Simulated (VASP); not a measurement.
Si3IrRu: relaxation of cell and atoms with PBE

Crystal: Si3IrRu.

```
Si Ru Ir
1.0
     3.96865    0.00000    0.00000
    -1.98432    3.43695    0.00000
     0.00000    0.00000    5.67479
Si Ru Ir
3 1 1
Direct
  0.00000 0.00000 0.86265
  0.66667 0.33333 0.06215
  0.00000 0.00000 0.41780
  0.33333 0.66667 0.80923
  0.66667 0.33333 0.47826
```

The cell was built from a structure type or drawn by symmetry, and may not be a known phase.

```json
{
 "Program": "VASP 6.6.1",
 "Task": "relaxation of cell and atoms",
 "Functional": "PBE",
 "Potentials or basis": "VASP PAW PBE potentials, release 64 (Si, Ru_pv, Ir)",
 "Cutoff": "600 eV",
 "k mesh": "12 × 12 × 6",
 "Occupations": "gaussian, width 0.1 eV",
 "Spin": "no spin polarisation",
 "Dipole correction": "no",
 "Further INCAR settings": "ALGO = Normal; EDIFF = 1e-07; IBRION = 2; EDIFFG = -0.01; NSW = 100; ISIF = 3"
}
```

The relaxed volume is 15.53 Å³/atom and the relaxed cell is a = 3.974 Å, b = 3.974 Å, c = 5.678 Å, α = 90.00°, β = 90.00°, γ = 120.00°. The space group after relaxing (to 0.1 Å) is P3m1 (No. 156). The energy gained by relaxing is 0.2 meV/atom. The ionic steps are 8. The pressure after relaxing is 0.0 GPa and the largest force after relaxing is 0.008 eV/Å. The band gap on the k mesh is zero (an odd number of electrons rules out a gap without spin polarisation).

Forces on the atoms (eV/Å):
```
Si   0.000  0.000 -0.001
Si   0.000  0.000  0.001
Si   0.000  0.000 -0.008
Ru   0.000  0.000  0.008
Ir   0.000  0.000 -0.001
```

Step by step:
```
step  energy change (eV)  largest force (eV/Å)  pressure (GPa)  volume (Å³)
   1              0.0000                0.0525            0.61        77.40
   2              0.0008                0.0469           -1.01        78.06
   3             -0.0007                0.0430           -0.06        77.67
   4             -0.0008                0.0238            0.01        77.65
   5             -0.0008                0.0195            0.03        77.64
   6             -0.0008                0.0106            0.01        77.66
   7             -0.0008                0.0159           -0.01        77.67
   8             -0.0009                0.0083            0.01        77.67
```

Final structure:
```
Si Ru Ir
1.0
     3.97435    0.00000    0.00000
    -1.98717    3.44189    0.00000
     0.00000    0.00000    5.67792
Si Ru Ir
3 1 1
Direct
  0.00000 0.00000 0.86147
  0.66667 0.33333 0.06284
  0.00000 0.00000 0.41804
  0.33333 0.66667 0.80924
  0.66667 0.33333 0.47850
```

Levels at points of the mesh, in eV from the Fermi level:
| k point | band 14 | band 15 | band 16 | band 17 | band 18 | band 19 | band 20 | band 21 |
| --- | --- | --- | --- | --- | --- | --- | --- | --- |
| (0.00, 0.00, 0.00) | -1.75 | -1.75 | -1.02 | 0.48 | 1.79 | 1.79 | 2.99 | 3.82 |
| (0.50, 0.00, 0.00) | -2.49 | -2.20 | -2.09 | -1.34 | -1.16 | 0.62 | 1.43 | 3.09 |
| (0.00, 0.00, 0.50) | -1.89 | -1.89 | -1.29 | 0.31 | 1.72 | 1.72 | 3.05 | 3.30 |
| (0.50, 0.00, 0.50) | -2.57 | -2.24 | -1.90 | -1.03 | -0.43 | 1.29 | 2.20 | 2.40 |

Wall time 16 min on 1 thread of Intel Xeon 8259CL (shared host), peak memory 0.38 GiB.

Caveat: spin-orbit coupling is left out, which moves the levels of the heavy elements.
